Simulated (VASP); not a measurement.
# Se (I4/mmm) in VASP: notebook

Runs on Se. Level: LDA. Tasks: single point.

Everything below comes from runs of VASP 6.6.1. Logs are shortened: lines on timing, memory, paths and dates and some standing lists are left out, and cuts for length are marked.

### Step 1. The cell of the first run

It takes space group I4/mmm (No. 139, tetragonal). Conventional cell: a = 3.424 Å, b = 3.424 Å, c = 3.407 Å, α = 90.00°, β = 90.00°, γ = 90.00°. Within 3.9 Å of Se (site symmetry 4/mmm) lie 14 Se at 2.96 to 3.42 Å.

This isn't the form of Se at room conditions, which is trigonal, of chains.

### Step 2. Single point, LDA (strain +0.0050 x Voigt [1, 1, 0, 0, 0, 0])

File INCAR:

```
PREC = Accurate
ENCUT = 520
EDIFF = 1E-7
ISMEAR = 0
SIGMA = 0.15
LREAL = F
LASPH = T
NELM = 100
ALGO = Normal
ISIF = 2
LWAVE = F
LCHARG = F
GGA = CA
NBANDS = 9
```

File KPOINTS:

```
Automatic mesh
0
Gamma
  20 20 20
```

File POSCAR:

```
Se
1.0
   -1.7119658580      1.7119658580      1.7034486149
    1.7119658580     -1.7119658580      1.7034486149
    1.7119658580      1.7119658580     -1.7034486149
Se
1
Direct
    0.0000000000      0.0000000000      0.0000000000
```

Potentials or basis: VASP PAW LDA potentials, release 64 (Se).

Launch:

```
$ cat potpaw_LDA.64/Se/POTCAR > POTCAR
$ mpirun -np 1 vasp_std > vasp.out
```

OUTCAR:

```text
PREC = Accurate
   ENCUT = 520
   EDIFF = 1E-7
   ISMEAR = 0
   LREAL = F
   LASPH = T
   NELM = 100
   ISIF = 2
   GGA = CA

 ion  position               nearest neighbor table
   1  0.000  0.000  0.000-

  LATTYP: Found a body centered tetragonal cell.
 ALAT       =     3.4239317160
 C/A-ratio  =     0.9950248756

  Lattice vectors:

 A1 = (  -1.7119658580,   1.7119658580,   1.7034486149)
 A2 = (   1.7119658580,  -1.7119658580,   1.7034486149)
 A3 = (   1.7119658580,   1.7119658580,  -1.7034486149)

Analysis of symmetry for initial positions (statically):
=====================================================================
 Subroutine PRICEL returns:
 Original cell was already a primitive cell.

 Routine SETGRP: Setting up the symmetry group for a
 body centered tetragonal supercell.

 Subroutine GETGRP returns: Found 16 space group operations
 (whereof 16 operations were pure point group operations)
 out of a pool of 16 trial point group operations.

The static configuration has the point symmetry D_4h.

Analysis of symmetry for dynamics (positions and initial velocities):
=====================================================================
 Subroutine PRICEL returns:
 Original cell was already a primitive cell.

 Routine SETGRP: Setting up the symmetry group for a
 body centered tetragonal supercell.

 Subroutine GETGRP returns: Found 16 space group operations
 (whereof 16 operations were pure point group operations)
 out of a pool of 16 trial point group operations.

The dynamic configuration has the point symmetry D_4h.

 Subroutine INISYM returns: Found 16 space group operations
 (whereof 16 operations are pure point group operations),
 and found     1 'primitive' translations

----------------------------------------------------------------------------------------

                                     Primitive cell

  volume of cell :      19.9701

  direct lattice vectors                    reciprocal lattice vectors
    -1.711965858  1.711965858  1.703448615     0.000000000  0.292061899  0.293522209
     1.711965858 -1.711965858  1.703448615     0.292061899  0.000000000  0.293522209
     1.711965858  1.711965858 -1.703448615     0.292061899  0.292061899  0.000000000

  length of vectors
     2.960302583  2.960302583  2.960302583     0.414071781  0.414071781  0.413037899

  position of ions in fractional coordinates (direct lattice)
     0.000000000  0.000000000  0.000000000

  ion indices of the primitive-cell ions
   primitive index   ion index
                 1           1

----------------------------------------------------------------------------------------

 KPOINTS: Automatic mesh

Automatic generation of k-mesh.
 Grid dimensions read from file:
 generate k-points for:   20   20   20

 Generating k-lattice:

  Cartesian coordinates                     Fractional coordinates (reciprocal lattice)
     0.000000000  0.014603095  0.014676110     0.050000000 -0.000000000  0.000000000
     0.014603095  0.000000000  0.014676110    -0.000000000  0.050000000  0.000000000
     0.014603095  0.014603095  0.000000000     0.000000000  0.000000000  0.050000000

  Length of vectors
     0.020703589  0.020703589  0.020651895

  Shift w.r.t. Gamma in fractional coordinates (k-lattice)
     0.000000000  0.000000000  0.000000000

 Subroutine IBZKPT returns following result:
 ===========================================

 Found    641 irreducible k-points:

 Following reciprocal coordinates:
            Coordinates               Weight
  0.000000  0.000000  0.000000      1.000000
  0.050000 -0.000000  0.000000      8.000000
  0.100000 -0.000000  0.000000      8.000000
  0.150000  0.000000  0.000000      8.000000
  0.200000 -0.000000  0.000000      8.000000
  0.250000 -0.000000  0.000000      8.000000
[... 16 lines left out ...]
 -0.400000  0.050000  0.000000     16.000000
 -0.350000  0.050000 -0.000000     16.000000
 [... further k-points ...]
   k-points           NKPTS =    641   k-points in BZ     NKDIM =    641   number of bands    NBANDS=      9
   number of dos      NEDOS =    301   number of ions     NIONS =      1
   total plane-waves  NPLWV =  13824
   dimension x,y,z NGX =    24 NGY =   24 NGZ =   24
   dimension x,y,z NGXF=    48 NGYF=   48 NGZF=   48
   ions per type =               1
   NGX,Y,Z   is equivalent  to a cutoff of  13.48, 13.48, 13.48 a.u.
   NGXF,Y,Z  is equivalent  to a cutoff of  26.96, 26.96, 26.96 a.u.
 SYSTEM =  unknown system
   PREC   = accura    normal or accurate (medium, high low for compatibility)
   ISTART =      0    job   : 0-new  1-cont  2-samecut
   ICHARG =      2    charge: 1-file 2-atom 10-const
   ISPIN  =      1    spin polarized calculation?
   LNONCOLLINEAR =      F non collinear calculations
   LSORBIT =      F    spin-orbit coupling
   LASPH  =      T    aspherical Exc in radial PAW
   ENCUT  =  520.0 eV  38.22 Ry    6.18 a.u.   5.50  5.50  5.50*2*pi/ulx,y,z
   NELM   =    100;   NELMIN=  2; NELMDL= -5     # of ELM steps
   EDIFF  = 0.1E-06   stopping-criterion for ELM
   LREAL  =      F    real-space projection
   EDIFFG = 0.1E-05   stopping-criterion for IOM
   NSW    =      0    number of steps for IOM
   IBRION =     -1    ionic relax: 0-MD 1-quasi-New 2-CG
   NFREE  =      0    steps in history (QN), initial steepest desc. (CG)
   ISIF   =      2    stress and relaxation
   ISYM   =      2    0-nonsym 1-usesym 2-fastsym
   POTIM  = 0.5000    time-step for ionic-motion
   TEBEG  =    0.0;   TEEND  =   0.0 temperature during run
   PSTRESS=    0.0 pullay stress
   NELECT =       6.0000    total number of electrons
   NUPDOWN=      -1.0000    fix difference up-down
   EMIN   =  10.00;   EMAX   =-10.00  energy-range for DOS
   EFERMI =   0.00;   METHOD = LEGACY
   ISMEAR =     0;   SIGMA  =   0.15  broadening in eV -4-tet -1-fermi 0-gaus
   EFERMI_NEDOS =   21; number of points for ismear=-14 and -15
   IALGO  =     38    algorithm
   IMIX   =      4    mixing-type and parameters
     AMIX     =   0.40;   BMIX     =  1.00
     AMIX_MAG =   1.60;   BMIX_MAG =  1.00
  volume/ion in A,a.u.               =      19.97       134.76
  Fermi-wavevector in a.u.,A,eV,Ry     =   1.096475  2.072038 16.357713  1.202258
  Thomas-Fermi vector in A             =   2.232818
   LORBIT       =      0    0 simple, 1 ext, 2 COOP (PROOUT), +10 PAW based schemes
   GGA     = CA    functional components
   LHFCALC =     F    Hartree Fock is set to
   AEXX    =    0.0000 exact exchange contribution
   IVDW    =     0    specifies the selected vdW correction
   LEPSILON=     F    determine dielectric tensor
   LRPA    =     F    only Hartree local field effects (RPA)
 non-spin polarized calculation
 Gauss-broadening in eV      SIGMA  =   0.15
  energy-cutoff  :      520.00
  volume of cell :       19.97
 maximum number of plane-waves:       559
 NGX is ok and might be reduce to    24
   NGX = 11   NGY = 11   NGZ = 11

 number of electron       5.9999999 magnetization

 Free energy of the ion-electron system (eV)
  ---------------------------------------------------
  ext. energy  EPLUGINS =         0.00000000
  ---------------------------------------------------
  free energy    TOTEN  =        -3.70964098 eV

  energy without entropy =       -3.70213947  energy(sigma->0) =       -3.70589023

 E-fermi :   5.7692     XC(G=0): -10.8527

 val. band max:        5.7674851307   @ k =  -0.1000   0.3500   0.1000
 cond. band min:       5.7705664772   @ k =  -0.4500  -0.4500   0.2000
 fundamental gap:      0.0030813465
 Fermi energy:         5.7691733681

 k-point     1 :       0.0000    0.0000    0.0000
  band No.  band energies     occupation
      1     -10.4773      2.00000
      2       8.8202      0.00000
      3       8.8202      0.00000
      4       8.8327      0.00000
      5      17.0486      0.00000
      6      18.2132      0.00000
      7      18.3118      0.00000
      8      18.3118      0.00000
      9      21.1868      0.00000

 k-point     2 :       0.0500   -0.0000    0.0000
  band No.  band energies     occupation
      1     -10.4237      2.00000
      2       8.4776      0.00000
      3       8.7050      0.00000
      4       8.8055      0.00000
      5      17.2705      0.00000
      6      18.0128      0.00000
      7      18.2367      0.00000
      8      18.4974      0.00000
      9      20.6235      0.00000

 k-point     3 :       0.1000   -0.0000    0.0000
  band No.  band energies     occupation
      1     -10.2634      2.00000
      2       7.5708      0.00000
      3       8.3934      0.00000
      4       8.7437      0.00000
      5      17.1388      0.00000
      6      17.4410      0.00000
      7      18.5541      0.00000
      8      19.1518      0.00000
      9      20.2110      0.00000

 k-point     4 :       0.1500    0.0000    0.0000
  band No.  band energies     occupation
      1      -9.9994      2.00000
      2       6.3510      0.00000
      3       7.9620      0.00000
      4       8.6463      0.00000
      5      16.2897      0.00000
      6      16.7651      0.00000
      7      19.3644      0.00000
      8      20.1592      0.00000
      9      20.4118      0.00000
[... 205 lines left out ...]
 k-point    22 :      -0.4500    0.0500   -0.0000
  band No.  band energies     occupation
      1      -7.2874      2.00000
      2      -0.3473      2.00000
      3       5.7408      1.21092
      4       7.7847      0.00000
      5      13.0898      0.00000
      6      14.4879      0.00000
      7      21.7479      0.00000
      8      23.7909      0.00000
      9      24.6896      0.00000

 k-point    23 :      -0.4000    0.0500    0.0000
  band No.  band energies     occupation
      1      -7.7887      2.00000
      2       0.5388      2.00000
      3       5.9537      0.08193
      4       7.8760      0.00000
      5      13.3791      0.00000
      6      14.6991      0.00000
      7      21.0080      0.00000
      8      23.0079      0.00000
      9      25.1070      0.00000

 k-point    24 :      -0.3500    0.0500   -0.0000
  band No.  band energies     occupation
      1      -8.3512      2.00000
      2       1.6642      2.00000
      3       6.2664      0.00000
      4       8.0019      0.00000
      5      13.8146      0.00000
      6      15.0115      0.00000
      7      20.3829      0.00000
      8      22.3022      0.00000
      9      24.2760      0.00000

 [... further k-points ...]

------------------------ aborting loop because EDIFF is reached ----------------------------------------

  FORCE on cell =-STRESS in cart. coord.  units (eV):
  Direction    XX          YY          ZZ          XY          YZ          ZX
  --------------------------------------------------------------------------------------
  -------------------------------------------------------------------------------------
  Total       -0.5274230     -0.5274230     -0.4804772      0.0000000      0.0000000      0.0000000
  in kB      -42.3146173    -42.3146173    -38.5482046      0.0000000      0.0000000      0.0000000
  external PRESSURE =     -41.0591464 kB  Pullay stress =       0.0000000 kB

 VOLUME and BASIS-vectors are now :
 -----------------------------------------------------------------------------
  energy-cutoff  :      520.00
  volume of cell :       19.97
      direct lattice vectors                 reciprocal lattice vectors
    -1.711965858  1.711965858  1.703448615     0.000000000  0.292061899  0.293522209
     1.711965858 -1.711965858  1.703448615     0.292061899  0.000000000  0.293522209
     1.711965858  1.711965858 -1.703448615     0.292061899  0.292061899  0.000000000

 POSITION                                       TOTAL-FORCE (eV/Angst)
 -----------------------------------------------------------------------------------
      0.00000      0.00000      0.00000         0.000000     -0.000000     -0.000000
 -----------------------------------------------------------------------------------
    total drift:                                0.000000     -0.000000     -0.000000

  FREE ENERGIE OF THE ION-ELECTRON SYSTEM (eV)
  ---------------------------------------------------
  free  energy   TOTEN  =        -3.7096409826 eV

  energy  without entropy=       -3.7021394684  energy(sigma->0) =       -3.70589023
```

It took 27 s on 1 thread of Intel Xeon 6975P-C (Granite Rapids), shared host; peak memory 0.22 GiB.

What came out:

- Free energy: -3.7096 eV
- Pressure: -4.1 GPa
- Band gap on the k mesh: zero (bands 3 and 4 overlap by 6.84 eV)

Caveat: the cell differs from its parent crystal (strain +0.0050 x Voigt [1, 1, 0, 0, 0, 0]); the cell stands under tension.

(Part 1 of 2 ends here.)
